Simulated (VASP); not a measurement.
Write the native input for VASP 6.6.1 that does the following.

| Property | Result |
| --- | --- |
| Task | single point |
| Functional | PBEsol |
| Potentials or basis | VASP PAW PBE potentials, release 64 (Bi_d) |
| Cutoff | 520 eV |
| k mesh | 9 × 9 × 3 |
| Occupations | fermi-dirac, width 0.03 eV |
| Spin | no spin polarisation |
| Dipole correction | no |
| Further INCAR settings | ALGO = Normal; EDIFF = 1e-06; NBANDS = 22 |

The structure of Bi lies in POSCAR:

```
Bi
1.0
    4.4936102967      0.0000000000      0.0000000000
   -2.2468051484      3.8915806717      0.0000000000
    0.0000000000      0.0000000000     11.8290000000
Bi
2
Direct
    0.3333333333      0.6666666667      0.2500000000
    0.6666666667      0.3333333333      0.7500000000
```

This cell differs from its parent crystal: equal xx and yy strain of -1 %.

The input as run:

INCAR

```
PREC = Accurate ; ENCUT = 520
EDIFF = 1E-6 ; ISMEAR = -1
SIGMA = 0.03 ; LREAL = F
LASPH = T ; NELM = 60
ALGO = Normal ; ISIF = 2
LWAVE = F ; LCHARG = F
GGA = PS ; NBANDS = 22
```

KPOINTS

```
Automatic mesh
0
Gamma
  9 9 3
```

Potentials or basis: VASP PAW PBE potentials, release 64 (Bi_d).

The run is started by

```sh
$ cat potpaw_PBE.64/Bi_d/POTCAR > POTCAR
$ mpirun -np 1 vasp_std > vasp.out
```

Results of the run:

```json
{
 "Pressure": "-3.7 GPa",
 "Band gap on the k mesh": "zero (band 15 reaches 0.43 eV, above the bottom of band 16 at -1.82 eV)"
}
```

Caveat: the cell differs from its parent crystal (equal xx and yy strain of -1 %); the PAW data sets were made with another functional, which shifts forces and pressure a little; spin-orbit coupling is left out, which moves the levels of the heavy elements.

Run time: 76 s on 1 thread of Intel(R) Xeon(R) Platinum 8259CL CPU @ 2.50GHz (Skylake/Cascade Lake) (shared host), peak memory 0.36 GiB.
